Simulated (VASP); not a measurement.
# Sn (I4/mmm) in VASP: a series of runs

The runs below take Sn through single point, with PBEsol.

Everything below comes from runs of VASP 6.6.1. Logs are shortened: lines on timing, memory, paths and dates and some standing lists are left out, and cuts for length are marked.

## Step 1: The cell of the first run

The structure is tetragonal, space group I4/mmm (No. 139). The conventional cell has a = 3.789 Å, b = 3.789 Å, c = 3.600 Å, α = 90.00°, β = 90.00°, γ = 90.00°. Sn (site symmetry 4/mmm) has 14 Sn at 3.23 to 3.79 Å within 4.2 Å.

## Step 2: Single point, PBEsol (strain -0.0500 x Voigt [0, 0, 1, 0, 0, 0])

Input file INCAR:

```
SYSTEM = Sn
PREC = Accurate
ENCUT = 520
EDIFF = 1E-7
ISMEAR = 0
SIGMA = 0.15
LREAL = .False.
LASPH = .True.
NELM = 60
ALGO = Fast
ISIF = 2
LWAVE = .False.
LCHARG = .False.
GGA = PS
NBANDS = 13
```

Input file KPOINTS:

```
Automatic mesh
0
Gamma
  18 18 18
  0 0 0
```

Input file POSCAR:

```
Sn
1.0
   -1.8946518192      1.8946518192      1.7999192282
    1.8946518192     -1.8946518192      1.7999192282
    1.8946518192      1.8946518192     -1.7999192282
Sn
1
Direct
    0.0000000000      0.0000000000      0.0000000000
```

Potentials or basis: VASP PAW PBE potentials, release 64 (Sn_d).

Run with:

```sh
$ cat potpaw_PBE.64/Sn_d/POTCAR > POTCAR
$ mpirun -np 1 vasp_std > vasp.out
```

OUTCAR:

```text
SYSTEM = Sn
   PREC = Accurate
   ENCUT = 520
   EDIFF = 1E-7
   ISMEAR = 0
   LREAL = .False.
   LASPH = .True.
   NELM = 60
   ISIF = 2
   GGA = PS

 ion  position               nearest neighbor table
   1  0.000  0.000  0.000-

  LATTYP: Found a body centered tetragonal cell.
 ALAT       =     3.7893036384
 C/A-ratio  =     0.9500000000

  Lattice vectors:

 A1 = (  -1.8946518192,   1.8946518192,   1.7999192282)
 A2 = (   1.8946518192,  -1.8946518192,   1.7999192282)
 A3 = (   1.8946518192,   1.8946518192,  -1.7999192282)

Analysis of symmetry for initial positions (statically):
=====================================================================
 Subroutine PRICEL returns:
 Original cell was already a primitive cell.

 Routine SETGRP: Setting up the symmetry group for a
 body centered tetragonal supercell.

 Subroutine GETGRP returns: Found 16 space group operations
 (whereof 16 operations were pure point group operations)
 out of a pool of 16 trial point group operations.

The static configuration has the point symmetry D_4h.

Analysis of symmetry for dynamics (positions and initial velocities):
=====================================================================
 Subroutine PRICEL returns:
 Original cell was already a primitive cell.

 Routine SETGRP: Setting up the symmetry group for a
 body centered tetragonal supercell.

 Subroutine GETGRP returns: Found 16 space group operations
 (whereof 16 operations were pure point group operations)
 out of a pool of 16 trial point group operations.

The dynamic configuration has the point symmetry D_4h.

 Subroutine INISYM returns: Found 16 space group operations
 (whereof 16 operations are pure point group operations),
 and found     1 'primitive' translations

----------------------------------------------------------------------------------------

                                     Primitive cell

  volume of cell :      25.8447

  direct lattice vectors                    reciprocal lattice vectors
    -1.894651819  1.894651819  1.799919228     0.000000000  0.263900731  0.277790243
     1.894651819 -1.894651819  1.799919228     0.263900731  0.000000000  0.277790243
     1.894651819  1.894651819 -1.799919228     0.263900731  0.263900731  0.000000000

  length of vectors
     3.227866209  3.227866209  3.227866209     0.383159255  0.383159255  0.373211993

[... 79 lines left out ...]
   LREAL  =      F    real-space projection
   EDIFFG = 0.1E-05   stopping-criterion for IOM
   NSW    =      0    number of steps for IOM
   IBRION =     -1    ionic relax: 0-MD 1-quasi-New 2-CG
   NFREE  =      0    steps in history (QN), initial steepest desc. (CG)
   ISIF   =      2    stress and relaxation
   ISYM   =      2    0-nonsym 1-usesym 2-fastsym
   POTIM  = 0.5000    time-step for ionic-motion
   TEBEG  =    0.0;   TEEND  =   0.0 temperature during run
   PSTRESS=    0.0 pullay stress
   NELECT =      14.0000    total number of electrons
   NUPDOWN=      -1.0000    fix difference up-down
   EMIN   =  10.00;   EMAX   =-10.00  energy-range for DOS
   EFERMI =   0.00;   METHOD = LEGACY
   ISMEAR =     0;   SIGMA  =   0.15  broadening in eV -4-tet -1-fermi 0-gaus
   EFERMI_NEDOS =   21; number of points for ismear=-14 and -15
   IALGO  =     68    algorithm
   IMIX   =      4    mixing-type and parameters
     AMIX     =   0.40;   BMIX     =  1.00
     AMIX_MAG =   1.60;   BMIX_MAG =  1.00
  volume/ion in A,a.u.               =      25.84       174.41
  Fermi-wavevector in a.u.,A,eV,Ry     =   1.334526  2.521888 24.231411  1.780958
  Thomas-Fermi vector in A             =   2.463300
   LORBIT       =      0    0 simple, 1 ext, 2 COOP (PROOUT), +10 PAW based schemes
   GGA     = PS    functional components
   LHFCALC =     F    Hartree Fock is set to
   AEXX    =    0.0000 exact exchange contribution
   IVDW    =     0    specifies the selected vdW correction
   LEPSILON=     F    determine dielectric tensor
   LRPA    =     F    only Hartree local field effects (RPA)
 non-spin polarized calculation
 RMM-DIIS sequential band-by-band and
 Gauss-broadening in eV      SIGMA  =   0.15
  energy-cutoff  :      520.00
  volume of cell :       25.84
 maximum number of plane-waves:       711
   NGX = 11   NGY = 11   NGZ = 11

 number of electron      14.0000002 magnetization

 Free energy of the ion-electron system (eV)
  ---------------------------------------------------
  ext. energy  EPLUGINS =         0.00000000
  ---------------------------------------------------
  free energy    TOTEN  =        -4.23520114 eV

  energy without entropy =       -4.22917280  energy(sigma->0) =       -4.23218697

 E-fermi :   8.5569     XC(G=0): -10.7436

 val. band max:        8.5521284490   @ k =  -0.1111  -0.2778   0.0556
 cond. band min:       8.5631321966   @ k =   0.3889   0.1667   0.1111
 fundamental gap:      0.0110037476
 Fermi energy:         8.5568537614

 k-point     1 :       0.0000    0.0000    0.0000
  band No.  band energies     occupation
      1     -12.9360      2.00000
      2     -12.9187      2.00000
      3     -12.9187      2.00000
      4     -12.7816      2.00000
      5     -12.7492      2.00000
      6      -2.9247      2.00000
      7      16.8017      0.00000
      8      16.8017      0.00000
      9      17.2453      0.00000
     10      20.6426      0.00000
     11      20.6426      0.00000
     12      20.9851      0.00000
     13      21.2753      0.00000
[... 354 lines left out ...]
  band No.  band energies     occupation
      1     -12.9435      2.00000
      2     -12.9034      2.00000
      3     -12.8367      2.00000
      4     -12.7864      2.00000
      5     -12.7621      2.00000
      6      -2.0068      2.00000
      7      12.2129      0.00000
      8      14.0212      0.00000
      9      15.4109      0.00000
     10      18.1863      0.00000
     11      19.0984      0.00000
     12      21.0159      0.00000
     13      23.5153      0.00000

 [... further k-points ...]
[... 5 lines left out ...]
  --------------------------------------------------------------------------------------
  -------------------------------------------------------------------------------------
  Total        0.1661579      0.1661579      0.0135597      0.0000000      0.0000000      0.0000000
  in kB       10.3005326     10.3005326      0.8405975      0.0000000      0.0000000      0.0000000
  external PRESSURE =       7.1472209 kB  Pullay stress =       0.0000000 kB

 VOLUME and BASIS-vectors are now :
 -----------------------------------------------------------------------------
  energy-cutoff  :      520.00
  volume of cell :       25.84
      direct lattice vectors                 reciprocal lattice vectors
    -1.894651819  1.894651819  1.799919228     0.000000000  0.263900731  0.277790243
     1.894651819 -1.894651819  1.799919228     0.263900731  0.000000000  0.277790243
     1.894651819  1.894651819 -1.799919228     0.263900731  0.263900731  0.000000000

 POSITION                                       TOTAL-FORCE (eV/Angst)
 -----------------------------------------------------------------------------------
      0.00000      0.00000      0.00000         0.000000      0.000000      0.000000
 -----------------------------------------------------------------------------------
    total drift:                                0.000000      0.000000      0.000000

  FREE ENERGIE OF THE ION-ELECTRON SYSTEM (eV)
  ---------------------------------------------------
  free  energy   TOTEN  =        -4.2352011392 eV

  energy  without entropy=       -4.2291728014  energy(sigma->0) =       -4.23218697
```

OSZICAR:

```text
N       E                     dE             d eps       ncg     rms          rms(c)
DAV:   1     0.797237194310E+02    0.79724E+02   -0.71493E+03 12901   0.163E+03
DAV:   2     0.123938999262E+01   -0.78484E+02   -0.75761E+02 13225   0.339E+02
DAV:   3    -0.414784747682E+01   -0.53872E+01   -0.53644E+01 14967   0.722E+01
DAV:   4    -0.425454748319E+01   -0.10670E+00   -0.10667E+00 14536   0.108E+01
DAV:   5    -0.425804753864E+01   -0.35001E-02   -0.35000E-02 16130   0.191E+00    0.149E+00
RMM:   6    -0.424070260804E+01    0.17345E-01   -0.15472E-02 15809   0.167E+00    0.830E-01
RMM:   7    -0.423542198942E+01    0.52806E-02   -0.10699E-02 15621   0.125E+00    0.126E-01
RMM:   8    -0.423516708067E+01    0.25491E-03   -0.96850E-04 17597   0.430E-01    0.317E-02
RMM:   9    -0.423519771017E+01   -0.30630E-04   -0.32546E-04 19616   0.166E-01    0.273E-02
RMM:  10    -0.423520007247E+01   -0.23623E-05   -0.44286E-05 16715   0.970E-02    0.121E-02
RMM:  11    -0.423520061871E+01   -0.54624E-06   -0.22618E-05 19101   0.510E-02    0.431E-03
RMM:  12    -0.423520113868E+01   -0.51997E-06   -0.58604E-06 20230   0.219E-02    0.233E-03
RMM:  13    -0.423520113916E+01   -0.48612E-09   -0.52457E-07 13269   0.655E-03
   1 F= -.42352011E+01 E0= -.42321870E+01  d E =-.602834E-02
```

Run time: 40 s. Hardware: 1 thread of Intel Xeon 6975P-C (Granite Rapids), shared host; peak memory 0.25 GiB.

Results:

- Free energy: -4.2352 eV
- Pressure: 0.7 GPa
- Band gap on the k mesh: zero (band 7 reaches 16.80 eV, above the bottom of band 8 at 5.98 eV)

Caveat: the cell differs from its parent crystal (strain -0.0500 x Voigt [0, 0, 1, 0, 0, 0]); the PAW data sets were made with another functional, which shifts forces and pressure a little; spin-orbit coupling is left out, which moves the levels of the heavy elements.

## Step 3: Single point, PBEsol (strain -0.0250 x Voigt [0, 0, 1, 0, 0, 0])

Input file INCAR:

```
PREC = Accurate
ENCUT = 520
EDIFF = 1E-7
ISMEAR = 0
SIGMA = 0.15
LREAL = F
LASPH = T
NELM = 100
ALGO = Fast
ISIF = 2
LWAVE = F
LCHARG = F
GGA = PS
NBANDS = 13
```

Input file KPOINTS:

```
Automatic mesh
0
Gamma
  18 18 18
```

Input file POSCAR:

```
Sn
1.0
   -1.8946518192      1.8946518192      1.8472855237
    1.8946518192     -1.8946518192      1.8472855237
    1.8946518192      1.8946518192     -1.8472855237
Sn
1
Direct
    0.0000000000      0.0000000000      0.0000000000
```

Potentials or basis: VASP PAW PBE potentials, release 64 (Sn_d).

Run with:

```sh
$ cat potpaw_PBE.64/Sn_d/POTCAR > POTCAR
$ mpirun -np 1 vasp_std > vasp.out
```

OUTCAR:

```text
PREC = Accurate
   ENCUT = 520
   EDIFF = 1E-7
   ISMEAR = 0
   LREAL = F
   LASPH = T
   NELM = 100
   ISIF = 2
   GGA = PS

 ion  position               nearest neighbor table
   1  0.000  0.000  0.000-

  LATTYP: Found a body centered tetragonal cell.
 ALAT       =     3.7893036384
 C/A-ratio  =     0.9750000000

  Lattice vectors:

 A1 = (  -1.8946518192,   1.8946518192,   1.8472855237)
 A2 = (   1.8946518192,  -1.8946518192,   1.8472855237)
 A3 = (   1.8946518192,   1.8946518192,  -1.8472855237)

Analysis of symmetry for initial positions (statically):
=====================================================================
 Subroutine PRICEL returns:
 Original cell was already a primitive cell.

 Routine SETGRP: Setting up the symmetry group for a
 body centered tetragonal supercell.

 Subroutine GETGRP returns: Found 16 space group operations
 (whereof 16 operations were pure point group operations)
 out of a pool of 16 trial point group operations.

The static configuration has the point symmetry D_4h.

Analysis of symmetry for dynamics (positions and initial velocities):
=====================================================================
 Subroutine PRICEL returns:
 Original cell was already a primitive cell.

 Routine SETGRP: Setting up the symmetry group for a
 body centered tetragonal supercell.

 Subroutine GETGRP returns: Found 16 space group operations
 (whereof 16 operations were pure point group operations)
 out of a pool of 16 trial point group operations.

The dynamic configuration has the point symmetry D_4h.

 Subroutine INISYM returns: Found 16 space group operations
 (whereof 16 operations are pure point group operations),
 and found     1 'primitive' translations

----------------------------------------------------------------------------------------

                                     Primitive cell

  volume of cell :      26.5248
[... 109 lines left out ...]
  Fermi-wavevector in a.u.,A,eV,Ry     =   1.323020  2.500146 23.815409  1.750383
  Thomas-Fermi vector in A             =   2.452659
   LORBIT       =      0    0 simple, 1 ext, 2 COOP (PROOUT), +10 PAW based schemes
   GGA     = PS    functional components
   LHFCALC =     F    Hartree Fock is set to
   AEXX    =    0.0000 exact exchange contribution
   IVDW    =     0    specifies the selected vdW correction
   LEPSILON=     F    determine dielectric tensor
   LRPA    =     F    only Hartree local field effects (RPA)
 non-spin polarized calculation
 RMM-DIIS sequential band-by-band and
 Gauss-broadening in eV      SIGMA  =   0.15
  energy-cutoff  :      520.00
  volume of cell :       26.52
 maximum number of plane-waves:       727
   NGX = 13   NGY = 13   NGZ = 13

 number of electron      13.9999992 magnetization

 Free energy of the ion-electron system (eV)
  ---------------------------------------------------
  ext. energy  EPLUGINS =         0.00000000
  ---------------------------------------------------
  free energy    TOTEN  =        -4.23268530 eV

  energy without entropy =       -4.22591282  energy(sigma->0) =       -4.22929906

 E-fermi :   8.2229     XC(G=0): -10.6203

 val. band max:        8.2164118305   @ k =  -0.3333  -0.3889   0.2778
 cond. band min:       8.2263554655   @ k =  -0.3333   0.4444   0.2222
 fundamental gap:      0.0099436350
 Fermi energy:         8.2229105457

 k-point     1 :       0.0000    0.0000    0.0000
  band No.  band energies     occupation
      1     -13.2370      2.00000
      2     -13.2304      2.00000
      3     -13.2304      2.00000
      4     -13.0905      2.00000
      5     -13.0750      2.00000
      6      -3.0521      2.00000
      7      16.3381      0.00000
      8      16.3381      0.00000
      9      16.5201      0.00000
     10      20.3088      0.00000
     11      20.3088      0.00000
     12      20.6327      0.00000
     13      20.8194      0.00000
[... 354 lines left out ...]
  band No.  band energies     occupation
      1     -13.2479      2.00000
      2     -13.2139      2.00000
      3     -13.1505      2.00000
      4     -13.1001      2.00000
      5     -13.0837      2.00000
      6      -2.1561      2.00000
      7      11.6636      0.00000
      8      13.7180      0.00000
      9      14.9880      0.00000
     10      17.8616      0.00000
     11      18.5856      0.00000
     12      20.3101      0.00000
     13      22.8799      0.00000

 [... further k-points ...]
[... 5 lines left out ...]
  --------------------------------------------------------------------------------------
  -------------------------------------------------------------------------------------
  Total       -0.0702542     -0.0702542     -0.2082114      0.0000000      0.0000000      0.0000000
  in kB       -4.2435548     -4.2435548    -12.5765696      0.0000000      0.0000000      0.0000000
  external PRESSURE =      -7.0212264 kB  Pullay stress =       0.0000000 kB

 VOLUME and BASIS-vectors are now :
 -----------------------------------------------------------------------------
  energy-cutoff  :      520.00
  volume of cell :       26.52
      direct lattice vectors                 reciprocal lattice vectors
    -1.894651819  1.894651819  1.847285524     0.000000000  0.263900731  0.270667416
     1.894651819 -1.894651819  1.847285524     0.263900731  0.000000000  0.270667416
     1.894651819  1.894651819 -1.847285524     0.263900731  0.263900731  0.000000000

 POSITION                                       TOTAL-FORCE (eV/Angst)
 -----------------------------------------------------------------------------------
      0.00000      0.00000      0.00000         0.000000      0.000000      0.000000
 -----------------------------------------------------------------------------------
    total drift:                               -0.000000      0.000000      0.000000

  FREE ENERGIE OF THE ION-ELECTRON SYSTEM (eV)
  ---------------------------------------------------
  free  energy   TOTEN  =        -4.2326853044 eV

  energy  without entropy=       -4.2259128157  energy(sigma->0) =       -4.22929906
```

OSZICAR:

```text
N       E                     dE             d eps       ncg     rms          rms(c)
DAV:   1     0.807303056766E+02    0.80730E+02   -0.72023E+03 12864   0.163E+03
DAV:   2     0.134698795399E+01   -0.79383E+02   -0.76857E+02 13295   0.342E+02
DAV:   3    -0.413848423349E+01   -0.54855E+01   -0.54642E+01 14891   0.729E+01
DAV:   4    -0.425047550007E+01   -0.11199E+00   -0.11197E+00 14645   0.111E+01
DAV:   5    -0.425428197893E+01   -0.38065E-02   -0.38064E-02 16136   0.201E+00    0.141E+00
RMM:   6    -0.423777149710E+01    0.16510E-01   -0.15307E-02 15774   0.165E+00    0.789E-01
RMM:   7    -0.423288457769E+01    0.48869E-02   -0.10437E-02 15585   0.123E+00    0.122E-01
RMM:   8    -0.423265012511E+01    0.23445E-03   -0.93177E-04 17541   0.430E-01    0.301E-02
RMM:   9    -0.423268220666E+01   -0.32082E-04   -0.33400E-04 19577   0.168E-01    0.259E-02
RMM:  10    -0.423268419355E+01   -0.19869E-05   -0.45680E-05 16589   0.987E-02    0.103E-02
RMM:  11    -0.423268489699E+01   -0.70344E-06   -0.23418E-05 19407   0.512E-02    0.502E-03
RMM:  12    -0.423268536114E+01   -0.46415E-06   -0.52882E-06 19996   0.212E-02    0.334E-03
RMM:  13    -0.423268530439E+01    0.56754E-07   -0.53810E-07 12959   0.663E-03
   1 F= -.42326853E+01 E0= -.42292991E+01  d E =-.677249E-02
```

It took 40 s on 1 thread of Intel Xeon 6975P-C (Granite Rapids), shared host; peak memory 0.26 GiB.

What came out:

* Free energy: -4.2327 eV
* Pressure: -0.7 GPa
* Band gap on the k mesh: zero (band 7 reaches 16.34 eV, above the bottom of band 8 at 5.70 eV)

Levels at points of the mesh, in eV from the Fermi level:
| k point | band 3 | band 4 | band 5 | band 6 | band 7 | band 8 | band 9 | band 10 | band 11 | band 12 |
| --- | --- | --- | --- | --- | --- | --- | --- | --- | --- | --- |
| (0.00, 0.00, 0.00) | -21.45 | -21.31 | -21.30 | -11.28 | 8.12 | 8.12 | 8.30 | 12.09 | 12.09 | 12.41 |
| (0.50, 0.00, 0.00) | -21.31 | -21.31 | -21.21 | -6.39 | -4.53 | 3.58 | 5.37 | 7.97 | 8.22 | 15.22 |
| (0.50, 0.50, 0.00) | -21.32 | -21.31 | -21.22 | -6.56 | -4.60 | 3.91 | 5.82 | 8.37 | 8.64 | 14.72 |
| (0.50, 0.50, 0.50) | -21.24 | -21.24 | -21.23 | -2.37 | -0.66 | -0.66 | -0.17 | 3.72 | 3.98 | 18.37 |

Caveat: the cell differs from its parent crystal (strain -0.0250 x Voigt [0, 0, 1, 0, 0, 0]); the PAW data sets were made with another functional, which shifts forces and pressure a little; spin-orbit coupling is left out, which moves the levels of the heavy elements.
